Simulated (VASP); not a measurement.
# C (a cell with a defect) in VASP: single point with PBE

Aim: the single point of C (a cell with a defect) with PBE.

Everything below comes from runs of VASP 6.6.1. Logs are shortened: lines on timing, memory, paths and dates and some standing lists are left out, and cuts for length are marked.

**1. The cell of the first run**

The cell holds a defect, 33 atoms: a = 6.186 Å, b = 6.186 Å, c = 6.186 Å, α = 109.47°, β = 109.47°, γ = 109.47°.

**2. Single point, PBE**

The input, INCAR:

```
SYSTEM = C
PREC = Accurate
ENCUT = 520
EDIFF = 1E-6
ISMEAR = -1
SIGMA = 0.01
LREAL = Auto
LASPH = .True.
NELM = 120
ALGO = Normal
ISIF = 2
LWAVE = .False.
LCHARG = .False.
GGA = PE
NBANDS = 88
GGA_COMPAT = .False.
```

The input, KPOINTS:

```
Automatic mesh
0
Gamma
  1 1 1
  0.25 0.25 0.25
```

The input, POSCAR:

```
C
1.0
   -3.5716218700      3.5716218700      3.5716218700
    3.5716218700     -3.5716218700      3.5716218700
    3.5716218700      3.5716218700     -3.5716218700
C
33
Direct
   -0.0044262804      0.0098675059     -0.0051396818
    0.0021746423      0.2558949500      0.7477768076
   -0.0070962159      0.5007089398      0.4987764844
    0.0033871167      0.7633849829      0.2602991117
    0.2464514812     -0.0023913506      0.7465864521
    0.2925010088      0.2642155397      0.5363591303
    0.2326668472      0.5223596080      0.2410775920
    0.2498105994      0.7473055931     -0.0042784484
    0.5044393179      0.0034919710      0.5043166846
    0.4916473703      0.1851853371      0.2054353811
    0.5030335140      0.5067550726      0.0194567069
    0.4967225156      0.7520076586      0.7545149229
    0.7597681386     -0.0029528602      0.2508291842
    0.7488182113      0.2539375760     -0.0018841580
    0.7673861063      0.5258413596      0.7840907022
    0.7501887371      0.7631273968      0.5089180955
   -0.0025226635      0.0052694548      0.7454004362
    0.0059201396      0.2558490325      0.4988040629
   -0.0104831926      0.5115440734      0.2507799069
    0.0140371803      0.7699026101      0.0183094690
    0.2573567509      0.0033809570      0.5102918412
    0.2099285779      0.2763376236      0.1996815525
    0.2442981177      0.5067794313     -0.0043560042
    0.2442982577      0.7496990436      0.7481854455
    0.5070850347     -0.0227622080      0.2422316895
    0.4983182892      0.2436191545     -0.0029863184
    0.5152989502      0.5158046028      0.7855358440
    0.4976421258      0.7575025012      0.5038965673
    0.7472098383      0.0015295572     -0.0021516835
    0.7558631900      0.2596454871      0.7542746959
    0.7387724950      0.5264858847      0.5326687900
    0.7551047110      0.7546994329      0.2603373296
    0.4391881496      0.3221189258      0.3883541009
```

Potentials or basis: VASP PAW PBE potentials, release 64 (C).

Run with:

```console
cat potpaw_PBE.64/C/POTCAR > POTCAR
mpirun -np 1 vasp_std > vasp.out
```

OUTCAR:

```text
SYSTEM = C
   PREC = Accurate
   ENCUT = 520
   EDIFF = 1E-6
   ISMEAR = -1
   LREAL = Auto
   LASPH = .True.
   NELM = 120
   ISIF = 2
   GGA = PE

 ion  position               nearest neighbor table
   1  0.996  0.010  0.995-  22 1.45  29 1.53  17 1.54  20 1.58
   2  0.002  0.256  0.748-  23 1.53  17 1.54  30 1.55  18 1.55
   3  0.993  0.501  0.499-  18 1.54  24 1.55  19 1.55  31 1.70
   4  0.003  0.763  0.260-  19 1.51  32 1.52  20 1.53  21 1.54
   5  0.246  0.998  0.747-  21 1.50  24 1.53  26 1.54  17 1.55
   6  0.293  0.264  0.536-  21 1.50  27 1.50  33 1.53  18 1.69  22 2.01
   7  0.233  0.522  0.241-  22 1.41  19 1.51  23 1.52  28 1.58
   8  0.250  0.747  0.996-  23 1.48  25 1.52  24 1.53  20 1.56
   9  0.504  0.003  0.504-  28 1.51  21 1.54  30 1.56  25 1.58
  10  0.492  0.185  0.205-  33 1.38  25 1.41  26 1.46  31 1.96  22 2.00
  11  0.503  0.507  0.019-  27 1.49  32 1.53  23 1.56  26 1.58
  12  0.497  0.752  0.755-  29 1.53  24 1.54  28 1.56  27 1.57
  13  0.760  0.997  0.251-  25 1.51  32 1.51  29 1.55  18 1.55
  14  0.749  0.254  0.998-  26 1.53  30 1.54  19 1.55  29 1.56
  15  0.767  0.526  0.784-  20 1.50  31 1.51  27 1.54  30 1.57
  16  0.750  0.763  0.509-  17 1.50  31 1.50  32 1.53  28 1.54
  17  0.997  0.005  0.745-  16 1.50   2 1.54   1 1.54   5 1.55
  18  0.006  0.256  0.499-   3 1.54   2 1.55  13 1.55   6 1.69
  19  0.990  0.512  0.251-   7 1.51   4 1.51  14 1.55   3 1.55
  20  0.014  0.770  0.018-  15 1.50   4 1.53   8 1.56   1 1.58
  21  0.257  0.003  0.510-   5 1.50   6 1.50   4 1.54   9 1.54
  22  0.210  0.276  0.200-  33 1.36   7 1.41   1 1.45  10 2.00   6 2.01
  23  0.244  0.507  0.996-   8 1.48   7 1.52   2 1.53  11 1.56
  24  0.244  0.750  0.748-   8 1.53   5 1.53  12 1.54   3 1.55
  25  0.507  0.977  0.242-  10 1.41  13 1.51   8 1.52   9 1.58
  26  0.498  0.244  0.997-  10 1.46  14 1.53   5 1.54  11 1.58
  27  0.515  0.516  0.786-  11 1.49   6 1.50  15 1.54  12 1.57
  28  0.498  0.758  0.504-   9 1.51  16 1.54  12 1.56   7 1.58
  29  0.747  0.002  0.998-   1 1.53  12 1.53  13 1.55  14 1.56
  30  0.756  0.260  0.754-  14 1.54   2 1.55   9 1.56  15 1.57
  31  0.739  0.526  0.533-  16 1.50  15 1.51  33 1.55   3 1.70  10 1.96
  32  0.755  0.755  0.260-  13 1.51   4 1.52  11 1.53  16 1.53
  33  0.439  0.322  0.388-  22 1.36  10 1.38   6 1.53  31 1.55

  LATTYP: Found a body centered cubic cell.
 ALAT       =     7.1432437400

  Lattice vectors:

 A1 = (  -3.5716218700,   3.5716218700,   3.5716218700)
 A2 = (   3.5716218700,  -3.5716218700,   3.5716218700)
 A3 = (   3.5716218700,   3.5716218700,  -3.5716218700)

Analysis of symmetry for initial positions (statically):
[... 169 lines left out ...]
   ISIF   =      2    stress and relaxation
   ISYM   =      2    0-nonsym 1-usesym 2-fastsym
   POTIM  = 0.5000    time-step for ionic-motion
   TEBEG  =    0.0;   TEEND  =   0.0 temperature during run
   PSTRESS=    0.0 pullay stress
   NELECT =     132.0000    total number of electrons
   NUPDOWN=      -1.0000    fix difference up-down
   EMIN   =  10.00;   EMAX   =-10.00  energy-range for DOS
   EFERMI =   0.00;   METHOD = LEGACY
   ISMEAR =    -1;   SIGMA  =   0.01  broadening in eV -4-tet -1-fermi 0-gaus
   EFERMI_NEDOS =   21; number of points for ismear=-14 and -15
   IALGO  =     38    algorithm
   IMIX   =      4    mixing-type and parameters
     AMIX     =   0.40;   BMIX     =  1.00
     AMIX_MAG =   1.60;   BMIX_MAG =  1.00
  volume/ion in A,a.u.               =       5.52        37.27
  Fermi-wavevector in a.u.,A,eV,Ry     =   1.470214  2.778302 29.409406  2.161530
  Thomas-Fermi vector in A             =   2.585498
   LORBIT       =      0    0 simple, 1 ext, 2 COOP (PROOUT), +10 PAW based schemes
   GGA     = PE    functional components
   LHFCALC =     F    Hartree Fock is set to
   AEXX    =    0.0000 exact exchange contribution
   IVDW    =     0    specifies the selected vdW correction
   LEPSILON=     F    determine dielectric tensor
   LRPA    =     F    only Hartree local field effects (RPA)
 non-spin polarized calculation
  energy-cutoff  :      520.00
  volume of cell :      182.25
 maximum number of plane-waves:      4904
 NGX is ok and might be reduce to    48
   NGX = 23   NGY = 23   NGZ = 23

 number of electron     131.9999999 magnetization

 Free energy of the ion-electron system (eV)
  ---------------------------------------------------
  ext. energy  EPLUGINS =         0.00000000
  ---------------------------------------------------
  free energy    TOTEN  =      -285.61778940 eV

  energy without entropy =     -285.61778940  energy(sigma->0) =     -285.61778940

 E-fermi :  11.7414     XC(G=0): -13.3821

 val. band max:       11.4630653520   @ k =   0.2500   0.2500   0.2500
 cond. band min:      12.8521172508   @ k =   0.2500   0.2500   0.2500
 fundamental gap:      1.3890518988
 Fermi energy:        11.7414485758

 k-point     1 :       0.2500    0.2500    0.2500
  band No.  band energies     occupation
      1     -10.5534      2.00000
      2     -10.1486      2.00000
      3     -10.0674      2.00000
      4      -9.8443      2.00000
      5      -6.6179      2.00000
      6      -6.1810      2.00000
[... 70 lines left out ...]
     77      16.6754      0.00000
     78      17.1416      0.00000
 [bands above 78 left out]

------------------------ aborting loop because EDIFF is reached ----------------------------------------

  FORCE on cell =-STRESS in cart. coord.  units (eV):
  Direction    XX          YY          ZZ          XY          YZ          ZX
  --------------------------------------------------------------------------------------
  -------------------------------------------------------------------------------------
  Total       40.8738728     42.1982016      4.0696583      3.1751113     -9.7551147      9.0621530
  in kB      359.3353634    370.9779634     35.7776752     27.9134249    -85.7603510     79.6683018
  external PRESSURE =     255.3636673 kB  Pullay stress =       0.0000000 kB

 VOLUME and BASIS-vectors are now :
 -----------------------------------------------------------------------------
  energy-cutoff  :      520.00
  volume of cell :      182.25
      direct lattice vectors                 reciprocal lattice vectors
    -3.571621870  3.571621870  3.571621870     0.000000000  0.139992423  0.139992423
     3.571621870 -3.571621870  3.571621870     0.139992423  0.000000000  0.139992423
     3.571621870  3.571621870 -3.571621870     0.139992423  0.139992423  0.000000000

 POSITION                                       TOTAL-FORCE (eV/Angst)
 -----------------------------------------------------------------------------------
      0.03269      7.07383      0.03779        -0.023604      0.000071     -0.018628
      3.57697      1.76458     -1.74905        -0.002386     -0.006624      0.007722
      0.02351      3.53937      3.55318         0.009089     -0.016027     -0.008187
      3.64412     -1.78473      1.80893         0.003038     -0.000954      0.011110
      5.34937     -0.01632      1.77679         0.006411      0.000451     -0.012510
      1.81465      2.01670      0.07271         0.006262     -0.021437     -0.018538
[... 25 lines left out ...]
      0.92838      0.93127      4.46262         0.003027      0.007275     -0.003178
      0.96893      1.80518      1.33205         0.048855      0.039886     -0.032495
 -----------------------------------------------------------------------------------
    total drift:                                0.034237     -0.035365     -0.000303

  FREE ENERGIE OF THE ION-ELECTRON SYSTEM (eV)
  ---------------------------------------------------
  free  energy   TOTEN  =      -285.6177893975 eV

  energy  without entropy=     -285.6177893975  energy(sigma->0) =     -285.61778940
```

OSZICAR:

```text
N       E                     dE             d eps       ncg     rms          rms(c)
DAV:   1     0.443832761163E+03    0.44383E+03   -0.71666E+04   176   0.149E+03
DAV:   2    -0.257721381653E+03   -0.70155E+03   -0.66628E+03   208   0.286E+02
DAV:   3    -0.297438043400E+03   -0.39717E+02   -0.39268E+02   216   0.633E+01
DAV:   4    -0.298171436609E+03   -0.73339E+00   -0.72690E+00   216   0.898E+00
DAV:   5    -0.298190937334E+03   -0.19501E-01   -0.19447E-01   216   0.135E+00    0.239E+01
DAV:   6    -0.288496353988E+03    0.96946E+01   -0.81067E+00   200   0.102E+01    0.141E+01
DAV:   7    -0.285644614334E+03    0.28517E+01   -0.92767E+00   208   0.987E+00    0.429E+00
DAV:   8    -0.285621794882E+03    0.22819E-01   -0.11462E+00   216   0.283E+00    0.275E+00
DAV:   9    -0.285617202106E+03    0.45928E-02   -0.23926E-01   216   0.158E+00    0.806E-01
DAV:  10    -0.285617384050E+03   -0.18194E-03   -0.38052E-02   208   0.776E-01    0.362E-01
DAV:  11    -0.285617692700E+03   -0.30865E-03   -0.55588E-03   200   0.278E-01    0.719E-02
DAV:  12    -0.285617749824E+03   -0.57124E-04   -0.43596E-04   216   0.730E-02    0.398E-02
DAV:  13    -0.285617783492E+03   -0.33668E-04   -0.70089E-05   208   0.340E-02    0.119E-02
DAV:  14    -0.285617788647E+03   -0.51559E-05   -0.13291E-05   208   0.139E-02    0.474E-03
DAV:  15    -0.285617789397E+03   -0.75006E-06   -0.13707E-06   128   0.477E-03
   1 F= -.28561779E+03 E0= -.28561779E+03  d E =-.468730E-12
```

Run time: 28 s. Hardware: 1 thread of Intel Xeon 6975P-C (Granite Rapids), shared host; peak memory 0.29 GiB.

Results:

| Quantity | Value |
| --- | --- |
| Free energy | -285.6178 eV |
| Pressure | 25.5 GPa |
| Largest force | 0.071 eV/Å |
| Band gap on the k mesh | 1.39 eV |

Forces in eV/Å, atoms in the order of the input:
```
C   -0.024  0.000 -0.019
C   -0.002 -0.007  0.008
C    0.009 -0.016 -0.008
C    0.003 -0.001  0.011
C    0.006  0.000 -0.013
C    0.006 -0.021 -0.019
C    0.024  0.000  0.025
C   -0.002 -0.014  0.003
C    0.005  0.006  0.016
C   -0.004 -0.002  0.026
C    0.011  0.008 -0.015
C   -0.005  0.000 -0.008
C   -0.002  0.006  0.014
C    0.009 -0.001  0.005
C   -0.011  0.004 -0.011
C   -0.009 -0.011  0.003
C   -0.005  0.001  0.010
C   -0.016  0.012  0.018
C    0.001  0.003 -0.013
C    0.013 -0.003  0.015
C   -0.004  0.006 -0.002
C   -0.010 -0.043 -0.017
C   -0.017  0.006 -0.001
C    0.002 -0.005 -0.004
C    0.003  0.034 -0.025
C    0.006  0.000  0.009
C    0.002 -0.008  0.014
C   -0.008  0.002 -0.013
C    0.007 -0.010 -0.001
C    0.002 -0.006  0.010
C   -0.043  0.012  0.015
C    0.003  0.007 -0.003
C    0.049  0.040 -0.032
```

Caveat: the k points lie up to 1.24 Å⁻¹ apart.
